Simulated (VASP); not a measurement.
# Co (P6_3/mmc) in VASP: single point with PBE

Aim: the single point of Co with PBE.

Everything below comes from runs of VASP 6.6.1. Logs are shortened: lines on timing, memory, paths and dates and some standing lists are left out, and cuts for length are marked.

### Step 1. The cell of the first run

It takes space group P6_3/mmc (No. 194, hexagonal). The conventional cell has a = 2.487 Å, b = 2.487 Å, c = 4.037 Å, α = 90.00°, β = 90.00°, γ = 120.00°. Within 3.3 Å of Co (site symmetry -6m2) lie 12 Co at 2.48 to 2.49 Å.

### Step 2. Single point, PBE, collinear spin, ferromagnetic start

INCAR

```
SYSTEM = Co
ALGO = Normal
EDIFF = 1E-6
ENCUT = 520
GGA = PE
ISIF = 2
ISMEAR = 0
ISPIN = 2
LASPH = .True.
LCHARG = .True.
LELF = .True.
LMAXMIX = 4
LORBIT = 11
LREAL = .False.
LVHAR = .True.
LWAVE = .False.
MAGMOM = 2.5 2.5
NBANDS = 20
NELM = 150
PREC = Accurate
SIGMA = 0.05
```

KPOINTS

```
k-points
0
Gamma
  11 11 6
  0 0 0
```

POSCAR

```
Co
1.0
    2.4870664632      0.0000000000      0.0000000000
   -1.2435332316      2.1538627380      0.0000000000
    0.0000000000      0.0000000000      4.0368955088
Co
2
Direct
    0.3333333333      0.6666666667      0.2500000000
    0.6666666667      0.3333333333      0.7500000000
```

Potentials or basis: VASP PAW PBE potentials, release 64 (Co).

Command:

```
$ cat potpaw_PBE.64/Co/POTCAR > POTCAR
$ mpirun -np 1 vasp_std > vasp.out
```

OUTCAR:

```text
SYSTEM = Co
   EDIFF = 1E-6
   ENCUT = 520
   GGA = PE
   ISIF = 2
   ISMEAR = 0
   ISPIN = 2
   LASPH = .True.
   LORBIT = 11
   LREAL = .False.
   NELM = 150
   PREC = Accurate

 ion  position               nearest neighbor table
   1  0.333  0.667  0.250-   2 2.48   2 2.48   2 2.48   2 2.48   2 2.48   2 2.48
   2  0.667  0.333  0.750-   1 2.48   1 2.48   1 2.48   1 2.48   1 2.48   1 2.48

  LATTYP: Found a hexagonal cell.
 ALAT       =     2.4870664632
 C/A-ratio  =     1.6231554599

  Lattice vectors:

 A1 = (   2.4870664632,   0.0000000000,   0.0000000000)
 A2 = (  -1.2435332316,   2.1538627380,   0.0000000000)
 A3 = (   0.0000000000,   0.0000000000,   4.0368955088)

Analysis of symmetry for initial positions (statically):
=====================================================================
 Subroutine PRICEL returns:
 Original cell was already a primitive cell.

 Routine SETGRP: Setting up the symmetry group for a
 hexagonal supercell.

 Subroutine GETGRP returns: Found 24 space group operations
 (whereof 12 operations were pure point group operations)
 out of a pool of 24 trial point group operations.

The static configuration has the point symmetry D_3d.
 The point group associated with its full space group is D_6h.

Analysis of symmetry for dynamics (positions and initial velocities):
=====================================================================
 Subroutine PRICEL returns:
 Original cell was already a primitive cell.

 Routine SETGRP: Setting up the symmetry group for a
 hexagonal supercell.

 Subroutine GETGRP returns: Found 24 space group operations
 (whereof 12 operations were pure point group operations)
 out of a pool of 24 trial point group operations.

The dynamic configuration has the point symmetry D_3d.
 The point group associated with its full space group is D_6h.

Analysis of structural, dynamic, and magnetic symmetry:
=====================================================================
 Subroutine PRICEL returns:
 Original cell was already a primitive cell.

 Routine SETGRP: Setting up the symmetry group for a
 hexagonal supercell.

 Subroutine GETGRP returns: Found 24 space group operations
 (whereof 12 operations were pure point group operations)
 out of a pool of 24 trial point group operations.

The overall configuration has the point symmetry D_3d.
 The point group associated with its full space group is D_6h.

 Subroutine INISYM returns: Found 24 space group operations
 (whereof 12 operations are pure point group operations),
 and found     1 'primitive' translations

----------------------------------------------------------------------------------------

                                     Primitive cell

  volume of cell :      21.6248

  direct lattice vectors                    reciprocal lattice vectors
     2.487066463  0.000000000  0.000000000     0.402080127  0.232141070  0.000000000
    -1.243533232  2.153862738  0.000000000     0.000000000  0.464282139  0.000000000
     0.000000000  0.000000000  4.036895509     0.000000000  0.000000000  0.247715106

  length of vectors
     2.487066463  2.487066463  4.036895509     0.464282139  0.464282139  0.247715106

  position of ions in fractional coordinates (direct lattice)
     0.333333333  0.666666667  0.250000000
     0.666666667  0.333333333  0.750000000

  ion indices of the primitive-cell ions
   primitive index   ion index
                 1           1
                 2           2

----------------------------------------------------------------------------------------

 KPOINTS: k-points

Automatic generation of k-mesh.
 Grid dimensions read from file:
 generate k-points for:   11   11    6

 Generating k-lattice:

  Cartesian coordinates                     Fractional coordinates (reciprocal lattice)
     0.036552739  0.021103734  0.000000000     0.090909091  0.000000000  0.000000000
     0.000000000  0.042207467  0.000000000     0.000000000  0.090909091  0.000000000
     0.000000000  0.000000000  0.041285851     0.000000000  0.000000000  0.166666667

  Length of vectors
     0.042207467  0.042207467  0.041285851

  Shift w.r.t. Gamma in fractional coordinates (k-lattice)
     0.000000000  0.000000000  0.000000000

 Subroutine IBZKPT returns following result:
 ===========================================

 Found     64 irreducible k-points:

 Following reciprocal coordinates:
            Coordinates               Weight
  0.000000  0.000000  0.000000      1.000000
  0.090909  0.000000  0.000000      6.000000
  0.181818 -0.000000  0.000000      6.000000
  0.272727 -0.000000  0.000000      6.000000
  0.363636 -0.000000  0.000000      6.000000
  0.454545  0.000000  0.000000      6.000000
[... 16 lines left out ...]
  0.090909  0.090909  0.166667     12.000000
  0.181818  0.090909  0.166667     24.000000
 [... further k-points ...]
   k-points           NKPTS =     64   k-points in BZ     NKDIM =     64   number of bands    NBANDS=     20
   number of dos      NEDOS =    301   number of ions     NIONS =      2
   total plane-waves  NPLWV =   9720
   dimension x,y,z NGX =    18 NGY =   18 NGZ =   30
   dimension x,y,z NGXF=    36 NGYF=   36 NGZF=   60
   ions per type =               2
   NGX,Y,Z   is equivalent  to a cutoff of  12.03, 12.03, 12.35 a.u.
   NGXF,Y,Z  is equivalent  to a cutoff of  24.06, 24.06, 24.71 a.u.
 SYSTEM =  Co
   PREC   = accura    normal or accurate (medium, high low for compatibility)
   ISTART =      0    job   : 0-new  1-cont  2-samecut
   ICHARG =      2    charge: 1-file 2-atom 10-const
   ISPIN  =      2    spin polarized calculation?
   LNONCOLLINEAR =      F non collinear calculations
   LSORBIT =      F    spin-orbit coupling
   LASPH  =      T    aspherical Exc in radial PAW
   ENCUT  =  520.0 eV  38.22 Ry    6.18 a.u.   4.62  4.62  7.51*2*pi/ulx,y,z
   NELM   =    150;   NELMIN=  2; NELMDL= -5     # of ELM steps
   EDIFF  = 0.1E-05   stopping-criterion for ELM
   LREAL  =      F    real-space projection
   EDIFFG = 0.1E-04   stopping-criterion for IOM
   NSW    =      0    number of steps for IOM
   IBRION =     -1    ionic relax: 0-MD 1-quasi-New 2-CG
   NFREE  =      0    steps in history (QN), initial steepest desc. (CG)
   ISIF   =      2    stress and relaxation
   ISYM   =      2    0-nonsym 1-usesym 2-fastsym
   POTIM  = 0.5000    time-step for ionic-motion
   TEBEG  =    0.0;   TEEND  =   0.0 temperature during run
   PSTRESS=    0.0 pullay stress
   NELECT =      18.0000    total number of electrons
   NUPDOWN=      -1.0000    fix difference up-down
   EMIN   =  10.00;   EMAX   =-10.00  energy-range for DOS
   EFERMI =   0.00;   METHOD = LEGACY
   ISMEAR =     0;   SIGMA  =   0.05  broadening in eV -4-tet -1-fermi 0-gaus
   EFERMI_NEDOS =   21; number of points for ismear=-14 and -15
   IALGO  =     38    algorithm
   IMIX   =      4    mixing-type and parameters
     AMIX     =   0.40;   BMIX     =  1.00
     AMIX_MAG =   1.60;   BMIX_MAG =  1.00
  volume/ion in A,a.u.               =      10.81        72.97
  Fermi-wavevector in a.u.,A,eV,Ry     =   1.539979  2.910138 32.266681  2.371534
  Thomas-Fermi vector in A             =   2.646130
   LORBIT       =     11    0 simple, 1 ext, 2 COOP (PROOUT), +10 PAW based schemes
   GGA     = PE    functional components
   LHFCALC =     F    Hartree Fock is set to
   AEXX    =    0.0000 exact exchange contribution
   IVDW    =     0    specifies the selected vdW correction
   LEPSILON=     F    determine dielectric tensor
   LRPA    =     F    only Hartree local field effects (RPA)
 spin polarized calculation
 Gauss-broadening in eV      SIGMA  =   0.05
  energy-cutoff  :      520.00
  volume of cell :       21.62
 maximum number of plane-waves:       592
   NGX =  9   NGY =  9   NGZ = 15

 number of electron      18.0000007 magnetization       3.1096479

 Free energy of the ion-electron system (eV)
  ---------------------------------------------------
  ext. energy  EPLUGINS =         0.00000000
  ---------------------------------------------------
  free energy    TOTEN  =       -14.07822222 eV

  energy without entropy =      -14.07579981  energy(sigma->0) =      -14.07701102

 E-fermi :  10.2924     XC(G=0): -13.4230

 val. band max:       10.2869337254   @ k =   0.0909   0.0909   0.3333
 cond. band min:      10.3055760536   @ k =   0.0000   0.0000   0.1667
 fundamental gap:      0.0186423282
 Fermi energy:        10.2923842780

 spin component 1

 k-point     1 :       0.0000    0.0000    0.0000
  band No.  band energies     occupation
      1       1.3874      1.00000
      2       5.1759      1.00000
      3       7.6959      1.00000
      4       7.7404      1.00000
      5       7.7404      1.00000
      6       8.0500      1.00000
[... 12 lines left out ...]
     19      36.3413      0.00000
     20      36.3413      0.00000
[... 507 lines left out ...]
 k-point    24 :       0.1818    0.0909    0.1667
  band No.  band energies     occupation
      1       3.5086      1.00000
      2       6.0890      1.00000
      3       6.7260      1.00000
      4       7.0126      1.00000
      5       7.6249      1.00000
      6       7.9120      1.00000
[... 12 lines left out ...]
     19      35.6943      0.00000
     20      36.9679      0.00000

 [... further k-points ...]

 spin component 2

 k-point     1 :       0.0000    0.0000    0.0000
  band No.  band energies     occupation
      1       1.3611      1.00000
      2       6.0846      1.00000
      3       9.2873      1.00000
      4       9.3296      1.00000
      5       9.3296      1.00000
      6       9.6915      1.00000
[... 12 lines left out ...]
     19      36.6050      0.00000
     20      36.6050      0.00000
[... 507 lines left out ...]
 k-point    24 :       0.1818    0.0909    0.1667
  band No.  band energies     occupation
      1       3.5289      1.00000
      2       7.0294      1.00000
      3       7.8214      1.00000
      4       8.3926      1.00000
      5       9.1741      1.00000
      6       9.4404      1.00000
[... 12 lines left out ...]
     19      35.9267      0.00000
     20      37.0781      0.00000

 [... further k-points ...]
[... 5 lines left out ...]
  --------------------------------------------------------------------------------------
  -------------------------------------------------------------------------------------
  Total       -0.0306076     -0.0306076     -0.2118681     -0.0000000     -0.0000000     -0.0000000
  in kB       -2.2677085     -2.2677085    -15.6972346     -0.0000000     -0.0000000     -0.0000000
  external PRESSURE =      -6.7442172 kB  Pullay stress =       0.0000000 kB

 VOLUME and BASIS-vectors are now :
 -----------------------------------------------------------------------------
  energy-cutoff  :      520.00
  volume of cell :       21.62
      direct lattice vectors                 reciprocal lattice vectors
     2.487066463  0.000000000  0.000000000     0.402080127  0.232141070  0.000000000
    -1.243533232  2.153862738  0.000000000     0.000000000  0.464282139  0.000000000
     0.000000000  0.000000000  4.036895509     0.000000000  0.000000000  0.247715106

 POSITION                                       TOTAL-FORCE (eV/Angst)
 -----------------------------------------------------------------------------------
     -0.00000      1.43591      1.00922        -0.000000      0.000000      0.000000
      1.24353      0.71795      3.02767         0.000000     -0.000000      0.000000
 -----------------------------------------------------------------------------------
    total drift:                                0.000000     -0.000000     -0.000000

  FREE ENERGIE OF THE ION-ELECTRON SYSTEM (eV)
  ---------------------------------------------------
  free  energy   TOTEN  =       -14.0782222208 eV

  energy  without entropy=      -14.0757998142  energy(sigma->0) =      -14.07701102

 total charge

# of ion       s       p       d       tot
------------------------------------------
    1        0.488   0.522   7.271   8.281
    2        0.488   0.522   7.271   8.281
--------------------------------------------------
tot          0.976   1.043  14.542  16.561

 magnetization (x)

# of ion       s       p       d       tot
------------------------------------------
    1       -0.017  -0.058   1.652   1.577
    2       -0.017  -0.058   1.652   1.577
--------------------------------------------------
tot         -0.034  -0.117   3.304   3.153
```

Wall time 38 s (1 thread of Intel Xeon Platinum 8488C (Sapphire Rapids), shared host); peak memory 0.16 GiB.

What came out:

- Free energy: -14.0782 eV
- Pressure: -0.7 GPa
- Net moment: 3.11 μB per cell
- Site moments: Co +1.58 μB
- Valence electrons inside the program's atomic spheres: Co 8.28
